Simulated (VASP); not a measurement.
A run of VASP 6.6.1 is set up as follows.

The input POSCAR:

```
Zn
1.0
    0.0000000000      1.9307563987      1.9307563987
    1.9307563987      0.0000000000      1.9307563987
    1.9307563987      1.9307563987      0.0000000000
Zn
1
Direct
    0.0000000000      0.0000000000      0.0000000000
```

Contents of INCAR.step1:

```
ALGO = Normal ; EDIFF = 1E-4
ENCUT = 520 ; GGA = PE
ISMEAR = -1 ; LASPH = True
LCHARG = False ; LREAL = False
LWAVE = True ; NBANDS = 12
NELM = 60 ; PREC = Accurate
SIGMA = 0.1
```

INCAR.step2

```
ALGO = Normal ; EDIFF = 1E-6
ENCUT = 520 ; ISIF = 2
ISMEAR = -1 ; ISTART = 1
LASPH = True ; LCHARG = True
LELF = True ; LMIXTAU = True
LREAL = False ; LVHAR = True
LWAVE = False ; METAGGA = R2SCAN
NBANDS = 12 ; NELM = 60
PREC = Accurate ; SIGMA = 0.1
```

KPOINTS

```
k-points
0
Gamma
  15 15 15
```

Potentials or basis: VASP PAW PBE potentials, release 64 (Zn).

The run is started by

```console
$ cat potpaw_PBE.64/Zn/POTCAR > POTCAR
$ cp INCAR.step1 INCAR
$ mpirun -np 1 vasp_std > vasp.out
$ cp INCAR.step2 INCAR
$ mpirun -np 1 vasp_std > vasp.out
```

Estimate the pressure.

-0.2 GPa.

Estimate the band gap on the k mesh.

zero (band 6 reaches 5.31 eV, above the bottom of band 7 at 2.21 eV).

Caveat: the PAW data sets were made with another functional, which shifts forces and pressure a little.
